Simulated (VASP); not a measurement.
# WSe2 (P-3m1) in VASP: further runs

Runs on WSe2. Level: PBEsol+D3(BJ). Tasks: single point.

Program: VASP 6.6.1. These are calculated values, not measurements. Logs are shortened: lines on timing, memory, paths and dates and some standing lists are left out, and cuts for length are marked.

## 1. The cell of the first run

The typed cell holds 6 atoms: a = 3.231 Å, b = 3.231 Å, c = 12.417 Å, α = 90.00°, β = 90.00°, γ = 120.00°.

## 2. Single point, PBEsol+D3(BJ)

The input, INCAR:

```
PREC     = Accurate       # precision mode
ENCUT    = 520            # plane-wave cutoff, eV
EDIFF    = 1E-6           # SCF threshold, eV
ISMEAR   = 0              # smearing method
SIGMA    = 0.02           # smearing width, eV
LREAL    = F              # projectors in reciprocal space
LASPH    = T              # aspherical terms in the spheres
NELM     = 100            # most SCF steps
ALGO     = Normal         # electronic algorithm
ISIF     = 2              # what is computed and relaxed
LWAVE    = F              # write WAVECAR
LCHARG   = F              # write CHGCAR
GGA      = PS             # functional
IVDW     = 12             # dispersion correction
NBANDS   = 35             # bands
```

The input, KPOINTS:

```
Automatic mesh
0
Gamma
  12 12 4
```

The input, POSCAR:

```
WSe2
1.0
    3.2308691546      0.0000000000      0.0000000000
   -1.6154345773      2.7980147642      0.0000000000
    0.0000000000      0.0000000000     12.4170507246
W Se
2 4
Direct
    0.6666666667      0.3333333333      0.2499139777
    0.3333333333      0.6666666667      0.7500860223
    0.3333333333      0.6666666667      0.3852905577
    0.6666666667      0.3333333333      0.8854529574
    0.3333333333      0.6666666667      0.1145470426
    0.6666666667      0.3333333333      0.6147094423
```

Potentials or basis: VASP PAW PBE potentials, release 64 (W_sv, Se).

Launch:

```sh
$ cat potpaw_PBE.64/W_sv/POTCAR potpaw_PBE.64/Se/POTCAR > POTCAR
$ mpirun -np 1 vasp_std > vasp.out
```

OUTCAR:

```text
PREC = Accurate
   ENCUT = 520
   EDIFF = 1E-6
   ISMEAR = 0
   LREAL = F
   LASPH = T
   NELM = 100
   ISIF = 2
   GGA = PS
   IVDW = 12
 IVDW          = 12

 ion  position               nearest neighbor table
   1  0.667  0.333  0.250-   5 2.51   5 2.51   5 2.51   3 2.51   3 2.51   3 2.51
   2  0.333  0.667  0.750-   4 2.51   4 2.51   4 2.51   6 2.51   6 2.51   6 2.51
   3  0.333  0.667  0.385-   1 2.51   1 2.51   1 2.51
   4  0.667  0.333  0.885-   2 2.51   2 2.51   2 2.51
   5  0.333  0.667  0.115-   1 2.51   1 2.51   1 2.51
   6  0.667  0.333  0.615-   2 2.51   2 2.51   2 2.51

  LATTYP: Found a hexagonal cell.
 ALAT       =     3.2308691546
 C/A-ratio  =     3.8432539761

  Lattice vectors:

 A1 = (   3.2308691546,   0.0000000000,   0.0000000000)
 A2 = (  -1.6154345773,   2.7980147642,   0.0000000000)
 A3 = (   0.0000000000,   0.0000000000,  12.4170507246)

Analysis of symmetry for initial positions (statically):
=====================================================================
 Subroutine PRICEL returns:
 Original cell was already a primitive cell.

 Routine SETGRP: Setting up the symmetry group for a
 hexagonal supercell.

 Subroutine GETGRP returns: Found 12 space group operations
 (whereof 12 operations were pure point group operations)
 out of a pool of 24 trial point group operations.

The static configuration has the point symmetry D_3d.

Analysis of symmetry for dynamics (positions and initial velocities):
=====================================================================
 Subroutine PRICEL returns:
 Original cell was already a primitive cell.

 Routine SETGRP: Setting up the symmetry group for a
 hexagonal supercell.

 Subroutine GETGRP returns: Found 12 space group operations
 (whereof 12 operations were pure point group operations)
 out of a pool of 24 trial point group operations.

The dynamic configuration has the point symmetry D_3d.

 Subroutine INISYM returns: Found 12 space group operations
 (whereof 12 operations are pure point group operations),
 and found     1 'primitive' translations

----------------------------------------------------------------------------------------

                                     Primitive cell

  volume of cell :     112.2504

  direct lattice vectors                    reciprocal lattice vectors
     3.230869155  0.000000000  0.000000000     0.309514237  0.178698128  0.000000000
    -1.615434577  2.798014764  0.000000000     0.000000000  0.357396256  0.000000000
     0.000000000  0.000000000 12.417050725     0.000000000  0.000000000  0.080534422

  length of vectors
[... 96 lines left out ...]
   ISIF   =      2    stress and relaxation
   ISYM   =      2    0-nonsym 1-usesym 2-fastsym
   POTIM  = 0.5000    time-step for ionic-motion
   TEBEG  =    0.0;   TEEND  =   0.0 temperature during run
   PSTRESS=    0.0 pullay stress
   NELECT =      52.0000    total number of electrons
   NUPDOWN=      -1.0000    fix difference up-down
   EMIN   =  10.00;   EMAX   =-10.00  energy-range for DOS
   EFERMI =   0.00;   METHOD = LEGACY
   ISMEAR =     0;   SIGMA  =   0.02  broadening in eV -4-tet -1-fermi 0-gaus
   EFERMI_NEDOS =   21; number of points for ismear=-14 and -15
   IALGO  =     38    algorithm
   IMIX   =      4    mixing-type and parameters
     AMIX     =   0.40;   BMIX     =  1.00
     AMIX_MAG =   1.60;   BMIX_MAG =  1.00
  volume/ion in A,a.u.               =      18.71       126.25
  Fermi-wavevector in a.u.,A,eV,Ry     =   1.266718  2.393750 21.831567  1.604575
  Thomas-Fermi vector in A             =   2.399904
   LORBIT       =      0    0 simple, 1 ext, 2 COOP (PROOUT), +10 PAW based schemes
   GGA     = PS    functional components
   LHFCALC =     F    Hartree Fock is set to
   AEXX    =    0.0000 exact exchange contribution
   IVDW    =    12    specifies the selected vdW correction
   LEPSILON=     F    determine dielectric tensor
   LRPA    =     F    only Hartree local field effects (RPA)
 non-spin polarized calculation
 Gauss-broadening in eV      SIGMA  =   0.02
  energy-cutoff  :      520.00
  volume of cell :      112.25
 maximum number of plane-waves:      3084
   NGX = 13   NGY = 13   NGZ = 47

 number of electron      52.0000015 magnetization

 Free energy of the ion-electron system (eV)
  ---------------------------------------------------
  ext. energy  EPLUGINS =         0.00000000
  ---------------------------------------------------
  free energy    TOTEN  =       -46.43339363 eV

  energy without entropy =      -46.43339363  energy(sigma->0) =      -46.43339363

 E-fermi :   7.2367     XC(G=0): -11.3874

 val. band max:        7.1576228848   @ k =   0.0000   0.0000   0.0000
 cond. band min:       7.8586085144   @ k =   0.1667   0.1667   0.0000
 fundamental gap:      0.7009856296
 Fermi energy:         7.2367193180

 k-point     1 :       0.0000    0.0000    0.0000
  band No.  band energies     occupation
      1     -67.1530      2.00000
      2     -67.1529      2.00000
      3     -31.4507      2.00000
      4     -31.4507      2.00000
      5     -31.2637      2.00000
      6     -31.2637      2.00000
[... 901 lines left out ...]
     34      10.6054      0.00000
     35      13.5433      0.00000

 [... further k-points ...]

------------------------ aborting loop because EDIFF is reached ----------------------------------------

 Edisp (eV)   -2.85874

 E8    (eV) :    -1.9231

  FORCE on cell =-STRESS in cart. coord.  units (eV):
  Direction    XX          YY          ZZ          XY          YZ          ZX
  --------------------------------------------------------------------------------------
  -------------------------------------------------------------------------------------
  Total       0.28868     0.28868     0.41357     0.00000     0.00000     0.00000
  in kB       4.12037     4.12037     5.90302     0.00000     0.00000     0.00000
  external pressure =        4.71 kB  Pullay stress =        0.00 kB

 VOLUME and BASIS-vectors are now :
 -----------------------------------------------------------------------------
  energy-cutoff  :      520.00
  volume of cell :      112.25
      direct lattice vectors                 reciprocal lattice vectors
     3.230869155  0.000000000  0.000000000     0.309514237  0.178698128  0.000000000
    -1.615434577  2.798014764  0.000000000     0.000000000  0.357396256  0.000000000
     0.000000000  0.000000000 12.417050725     0.000000000  0.000000000  0.080534422

 POSITION                                       TOTAL-FORCE (eV/Angst)
 -----------------------------------------------------------------------------------
      1.61543      0.93267      3.10319        -0.000000     -0.000000      0.002940
     -0.00000      1.86534      9.31386         0.000000     -0.000000     -0.002940
     -0.00000      1.86534      4.78417         0.000000      0.000000      0.067740
      1.61543      0.93267     10.99471        -0.000000      0.000000      0.066564
     -0.00000      1.86534      1.42234         0.000000     -0.000000     -0.066564
      1.61543      0.93267      7.63288        -0.000000     -0.000000     -0.067740
 -----------------------------------------------------------------------------------
    total drift:                                0.000000     -0.000000      0.000000

  FREE ENERGIE OF THE ION-ELECTRON SYSTEM (eV)
  ---------------------------------------------------
  free  energy   TOTEN  =       -49.2921321948 eV

  energy  without entropy=      -49.2921321948  energy(sigma->0) =      -49.29213219
```

It took 5.9 min on 1 thread of Intel Xeon 8259CL, shared host; peak memory 0.38 GiB.

Results:

| Item | Value |
| --- | --- |
| Free energy | -49.2921 eV |
| Pressure | 0.5 GPa |
| Largest force | 0.068 eV/Å |
| Band gap on the k mesh | 0.70 eV (least direct gap 1.65 eV) |
| Dispersion energy per atom | -0.476 eV |

Forces on the atoms (eV/Å):
```
W    0.000  0.000  0.003
W    0.000  0.000 -0.003
Se   0.000  0.000  0.068
Se   0.000  0.000  0.067
Se   0.000  0.000 -0.067
Se   0.000  0.000 -0.068
```

Levels at points of the mesh, in eV from the valence-band top:
```csv
k point,band 23,band 24,band 25,band 26,band 27,band 28,band 29,band 30
"(0.00, 0.00, 0.00)",-1.49,-1.48,-0.78,0.00,2.66,2.66,2.68,2.68
"(0.50, 0.00, 0.00)",-1.69,-1.47,-1.45,-1.01,2.18,2.23,2.29,2.79
"(0.00, 0.00, 0.50)",-1.54,-1.54,-0.19,-0.18,2.65,2.65,2.65,2.65
"(0.50, 0.00, 0.50)",-1.53,-1.53,-1.24,-1.24,2.25,2.25,2.54,2.54
```

Caveat: the PAW data sets were made with another functional, which shifts forces and pressure a little; spin-orbit coupling is left out, which moves the levels of the heavy elements. A k mesh can miss the band edges.

## 3. Single point, PBEsol+D3(BJ)

The input, INCAR:

```
SYSTEM = WSe2
PREC = Accurate
ENCUT = 520
EDIFF = 1E-6
ISMEAR = 0
SIGMA = 0.02
LREAL = .False.
LASPH = .True.
NELM = 100
ALGO = Normal
ISIF = 2
LWAVE = .False.
LCHARG = .False.
GGA = PS
IVDW = 12
NBANDS = 35
```

The input, KPOINTS:

```
regular mesh
0
Gamma
  12 12 4
  0 0 0
```

POSCAR is that of step 2.

Potentials or basis: VASP PAW PBE potentials, release 64 (W_sv, Se).

Launch:

```sh
$ cat potpaw_PBE.64/W_sv/POTCAR potpaw_PBE.64/Se/POTCAR > POTCAR
$ mpirun -np 1 vasp_std > vasp.out
```

It took 5.8 min on 1 thread of Intel Xeon 8259CL, shared host; peak memory 0.38 GiB.

The run converged. Its results:

| Item | Value |
| --- | --- |
| Free energy | -49.2921 eV |
| Pressure | 0.5 GPa |
| Largest force | 0.068 eV/Å |
| Band gap on the k mesh | 0.70 eV (least direct gap 1.65 eV) |
| Dispersion energy per atom | -0.476 eV |

Forces on the atoms (eV/Å):
```
W    0.000  0.000  0.003
W    0.000  0.000 -0.003
Se   0.000  0.000  0.068
Se   0.000  0.000  0.067
Se   0.000  0.000 -0.067
Se   0.000  0.000 -0.068
```

Stress tensor (GPa, compression positive):
```
0.41 0.00 0.00
0.00 0.41 0.00
0.00 0.00 0.59
```

Levels at points of the mesh, in eV from the valence-band top:
| k point | band 22 | band 23 | band 24 | band 25 | band 26 | band 27 | band 28 | band 29 | band 30 | band 31 |
| --- | --- | --- | --- | --- | --- | --- | --- | --- | --- | --- |
| (0.00, 0.00, 0.00) | -1.49 | -1.49 | -1.48 | -0.78 | 0.00 | 2.66 | 2.66 | 2.68 | 2.68 | 2.75 |
| (0.50, 0.00, 0.00) | -2.58 | -1.69 | -1.47 | -1.45 | -1.01 | 2.18 | 2.23 | 2.29 | 2.79 | 2.84 |
| (0.00, 0.00, 0.50) | -1.54 | -1.54 | -1.54 | -0.19 | -0.18 | 2.65 | 2.65 | 2.65 | 2.65 | 2.92 |
| (0.50, 0.00, 0.50) | -2.83 | -1.53 | -1.53 | -1.24 | -1.24 | 2.25 | 2.25 | 2.54 | 2.54 | 3.33 |

Caveat: the PAW data sets were made with another functional, which shifts forces and pressure a little; spin-orbit coupling is left out, which moves the levels of the heavy elements.
